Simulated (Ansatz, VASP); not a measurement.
One calculation of Be3CdTe4, two programs

```xyz
8
Lattice="-2.9560 2.9560 5.8486 2.9560 -2.9560 5.8486 2.9560 2.9560 -5.8486" Properties=species:S:1:pos:R:3 pbc="T T T"
Be    0.0000    0.0000    5.8486
Be    0.0000    2.9560    2.9243
Be    2.9560    0.0000    2.9243
Cd    0.0000    0.0000    0.0000
Te    1.6251    1.6251    1.5805
Te   -1.3309    1.3309    4.2681
Te    1.3309    1.3309    7.4290
Te    1.3309   -1.3309    4.2681
```

Change from the starting cell: species swapped into the Cu3SbS4 type (I-42m, No. 121).

Alike in both runs: functional PBE; k mesh 4 × 4 × 4; occupations gaussian, width 0.2 eV; no spin polarisation.

Ansatz relaxed the structure, and its values are those at the end. VASP's run is a single point on that final structure, the one shown.

```csv
,VASP,Ansatz
version,VASP 6.6.1,Ansatz 0.2.0
potentials or method,"VASP PAW PBE potentials, release 64 (Be, Cd, Te), cutoff 520 eV","scalar-relativistic, plane waves, PAW"
valence electrons in the cell,42,90
```

```csv
,VASP,Ansatz,Ansatz less VASP
gap on the k mesh at the Fermi level (eV),2.05,2.06,+0.012
least direct gap on the mesh (eV),2.12,2.13,+0.011
pressure (GPa),0.3,0.2,-0.13
rms of the force components (eV/Å),0.007,0.005,-0.0021
```

VASP's potentials hold 42 valence electrons a cell and Ansatz's 90, so a difference there can come from the potentials and not from the codes.

Spin-orbit coupling is off throughout.
